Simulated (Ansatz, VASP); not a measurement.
**Two plane-wave programs on ZnCd2TeO2**

```
Zn Cd Te O
1.0
     3.27005    0.00000    0.00000
     0.00000    3.27005    0.00000
     0.00000    0.00000   11.02003
Zn Cd Te O
1 2 1 2
Direct
  0.00000 0.00000 0.50000
  0.50000 0.50000 0.73437
  0.50000 0.50000 0.26563
  0.50000 0.50000 0.00000
  0.00000 0.00000 0.67104
  0.00000 0.00000 0.32896
```

Alike in both runs: functional PBE; k mesh 6 × 6 × 2; occupations gaussian, width 0.1 eV; no spin polarisation.

Ansatz relaxed the structure, and its values are those at the end. VASP's run is a single point on that final structure, the one shown.

```csv
,VASP,Ansatz
version,VASP 6.6.1,Ansatz 0.2.0
potentials or method,"VASP PAW PBE potentials, release 64 (Zn, Cd, Te, O), cutoff 520 eV","scalar-relativistic, plane waves, PAW"
valence electrons in the cell,54,80
```

|  | VASP | Ansatz | Ansatz less VASP |
| --- | --- | --- | --- |
| gap on the k mesh at the Fermi level (eV) | none | none | - |
| pressure (GPa) | 0.3 | -0.2 | -0.52 |
| rms of the force components (eV/Å) | 0.025 | 0.007 | -0.0177 |

A gap of «none» marks a metal or a gap that the smearing closes. VASP's potentials hold 54 valence electrons a cell and Ansatz's 80, so a difference there can come from the potentials and not from the codes.

Spin-orbit coupling is off throughout.
